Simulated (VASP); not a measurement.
**SiO2: single point with r2SCAN**

Crystal: SiO2.

```
CELL_PARAMETERS angstrom
0.00000 2.21640 2.21640
2.21640 0.00000 2.21640
2.21640 2.21640 0.00000
ATOMIC_POSITIONS crystal
Si 0.00000 0.00000 0.00000
O 0.25000 0.25000 0.25000
O 0.75000 0.75000 0.75000
```

This cell differs from its parent crystal: strain -2.1%.

```
Program             : VASP 6.6.1
Task                : single point
Functional          : r2SCAN
Potentials or basis : VASP PAW PBE potentials, release 64 (Si, O)
Cutoff              : 520 eV
k mesh              : 10 × 10 × 10
Occupations         : gaussian, width 0.01 eV
Spin                : no spin polarisation
```

| Quantity | Value |
| --- | --- |
| Pressure | 23.1 GPa |
| Band gap on the k mesh | 2.76 eV |

Levels at points of the mesh, in eV from the valence-band top:
```csv
k point,band 6,band 7,band 8,band 9,band 10,band 11
"(0.00, 0.00, 0.00)",-2.52,-2.52,-2.52,3.88,6.85,6.85
"(0.50, 0.00, 0.00)",-5.53,-5.09,-5.09,7.62,10.99,11.68
"(0.50, 0.50, 0.00)",-1.15,-1.15,0.00,2.76,9.96,12.66
```

Wall time 25 s on 1 thread of Intel(R) Xeon(R) Platinum 8488C (Sapphire Rapids), on a shared host, peak memory 0.14 GiB.

Caveat: the cell differs from its parent crystal (strain -2.1%); the cell stands under pressure; the structure was generated, so it needn't be the stable form of SiO2; the PAW data sets were made with another functional, which shifts forces and pressure a little. A k mesh can miss the band edges.
